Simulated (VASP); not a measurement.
Al, 1 atom in the cell. It takes space group Im-3m (No. 229, cubic). Conventional cell: a = 3.214 Å, b = 3.214 Å, c = 3.214 Å, α = 90.00°, β = 90.00°, γ = 90.00°. Within 3.7 Å of Al (site symmetry m-3m) lie 14 Al at 2.78 to 3.21 Å. 

```yaml
Program: VASP 6.6.1
Task: relaxation of cell and atoms
Functional: PBE
Potentials_or_basis: VASP PAW PBE potentials, release 64 (Al)
Cutoff: 500 eV
k_mesh: 18 × 18 × 18
Occupations: gaussian, width 0.1 eV
Spin: no spin polarisation
Dipole_correction: no
Further_INCAR_settings: ALGO = Normal; EDIFF = 1e-07; IBRION = 2; EDIFFG = -0.002; NSW = 100; ISIF = 3
```

Potentials or basis: VASP PAW PBE potentials, release 64 (Al).

Run with:

```sh
$ cat potpaw_PBE.64/Al/POTCAR > POTCAR
$ mpirun -np 1 vasp_std > vasp.out
```

Hardware: 1 thread of Intel Xeon 8259CL (shared host).

Problem. Estimate the wall time of this run.

Solution. Wall time 29 s on 1 thread of Intel Xeon 8259CL, with other jobs on the host, peak memory 0.13 GiB. Counts: scf iterations 21, k points 195, ion steps 3.
